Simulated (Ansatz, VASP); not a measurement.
SrTiO3: VASP beside Ansatz

```
Sr Ti O
1.0
     3.94710    0.00000    0.00000
     0.00000    3.94710    0.00000
     0.00000    0.00000    3.94710
Sr Ti O
1 1 3
Direct
  0.00000 0.00000 0.00000
  0.50000 0.50000 0.50000
  0.00000 0.50000 0.50000
  0.50000 0.00000 0.50000
  0.50000 0.50000 0.00000
```

Alike in both runs: functional PBE; k mesh 8 × 8 × 8; occupations gaussian, width 0.02 eV; no spin polarisation; Hubbard terms Ti d U = 4.0 eV.

Ansatz relaxed the structure, and its values are those at the end. VASP's run is a single point on that final structure, the one shown.

|  | VASP | Ansatz |
| --- | --- | --- |
| version | VASP 6.6.1 | Ansatz 0.2.0 |
| potentials or method | VASP PAW PBE potentials, release 64 (Sr_sv, Ti_sv, O_h), cutoff 910 eV | scalar-relativistic, plane waves, PAW |
| valence electrons in the cell | 40 | 40 |

```csv
,VASP,Ansatz,Ansatz less VASP
gap on the k mesh at the Fermi level (eV),2.31,2.30,-0.016
least direct gap on the mesh (eV),2.74,2.72,-0.018
```

The programs project onto different local orbitals, so the same U acts differently, and such runs can settle in different states.

Noted on VASP's run: the cutoff is short for stress, so the pressure is rough.
